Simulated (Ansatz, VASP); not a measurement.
C in VASP and in Ansatz

The input INCAR:

```
SYSTEM = C
PREC = Accurate ; ENCUT = 520
EDIFF = 1E-6 ; ISMEAR = 0
SIGMA = 0.05 ; LREAL = .False.
LASPH = .True. ; NELM = 100
ALGO = Normal ; ISIF = 2
LWAVE = .False. ; LCHARG = .False.
GGA = PE ; NBANDS = 16
```

KPOINTS

```
regular mesh
0
Gamma
  12 12 10
  0 0 0
```

File POSCAR:

```
C
1.0
    0.0000000000     -1.7834000000     -1.7834000000
   -1.7834000000      0.0000000000     -1.7834000000
    1.7834000000      1.7834000000     -3.5668000000
C
4
Direct
    0.7362650756      0.7362650756      0.7499999440
    0.2637349244      0.2637349244      0.2500000560
    0.3612650756      0.3612650756      0.8749999440
    0.8887349244      0.8887349244      0.3750000560
```

Input for Ansatz:

```yaml
crystal:
  lattice:
    - [0.0, -1.7834, -1.7834]
    - [-1.7834, 0.0, -1.7834]
    - [1.7834, 1.7834, -3.5668]
  atoms:
    - { symbol: C, position: [0.7362650756, 0.7362650756, 0.749999944] }
    - { symbol: C, position: [0.2637349244, 0.2637349244, 0.250000056] }
    - { symbol: C, position: [0.3612650756, 0.3612650756, 0.874999944] }
    - { symbol: C, position: [0.8887349244, 0.8887349244, 0.375000056] }
basis:
  ecutwfc: 420
kpoints:
  mp_grid: { grid: [12, 12, 10] }
hamiltonian:
  xc: pbe
scf:
  occupations: { method: gaussian, width: 0.05 }
output:
  forces: true
  stress: true
  eigenvalues: true
```

Change from the starting cell: mode 4 (546.4 1/cm) frozen in, largest displacement -0.060 Å.

Alike in both runs: task single point; functional PBE; k mesh 12 × 12 × 10; occupations gaussian, width 0.05 eV; no spin polarisation.

|  | VASP | Ansatz |
| --- | --- | --- |
| version | VASP 6.6.1 | Ansatz 0.2.0 |
| potentials or method | VASP PAW PBE potentials, release 64 (C), cutoff 520 eV | scalar-relativistic, plane waves, PAW |
| valence electrons in the cell | 16 | 16 |

```tsv
	VASP	Ansatz	Ansatz less VASP
gap on the k mesh at the Fermi level (eV)	4.05	4.06	+0.007
least direct gap on the mesh (eV)	5.52	5.52	+0.004
pressure (GPa)	2.3	1.6	-0.67
traceless stress, the component that is largest in VASP (GPa)	-0.82	-0.82	+0.002
rms of the force components (eV/Å)	0.457	0.458	+0.0011
```

Atom by atom the forces differ by 0.001 eV/Å (rms over components).
